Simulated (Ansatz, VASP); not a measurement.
## One calculation of Zr2OsO6, two programs

```
Zr Os O
1.0
     0.00000    3.65243    3.65243
     3.65243    0.00000    3.65243
     3.65243    3.65243    0.00000
Zr Os O
2 1 6
Direct
  0.25000 0.25000 0.25000
  0.75000 0.75000 0.75000
  0.00000 0.00000 0.00000
  0.74045 0.25955 0.25955
  0.25955 0.74045 0.74045
  0.25955 0.74045 0.25955
  0.74045 0.25955 0.74045
  0.25955 0.25955 0.74045
  0.74045 0.74045 0.25955
```

Change from the starting cell: ordered vacancies on the cation sites of perovskite (Fm-3m, No. 225).

Alike in both runs: functional PBE; k mesh 10 × 10 × 10; occupations gaussian, width 0.1 eV; no spin polarisation.

Ansatz relaxed the structure, and its values are those at the end. VASP's run is a single point on that final structure, the one shown.

```csv
,VASP,Ansatz
version,VASP 6.6.1,Ansatz 0.2.0
potentials or method,"VASP PAW PBE potentials, release 64 (Zr_sv, Os, O), cutoff 520 eV","scalar-relativistic, plane waves, PAW"
valence electrons in the cell,68,76
```

|  | VASP | Ansatz | Ansatz less VASP |
| --- | --- | --- | --- |
| gap on the k mesh at the Fermi level (eV) | none | none | - |
| pressure (GPa) | 2.5 | 0.0 | -2.47 |
| rms of the force components (eV/Å) | 0.189 | 0.000 | -0.1885 |

A gap of «none» marks a metal or a gap that the smearing closes. One of these differences is far larger than is usual between the two programs; its cause wasn't traced. VASP's potentials hold 68 valence electrons a cell and Ansatz's 76, so a difference there can come from the potentials and not from the codes.

Spin-orbit coupling is off throughout.
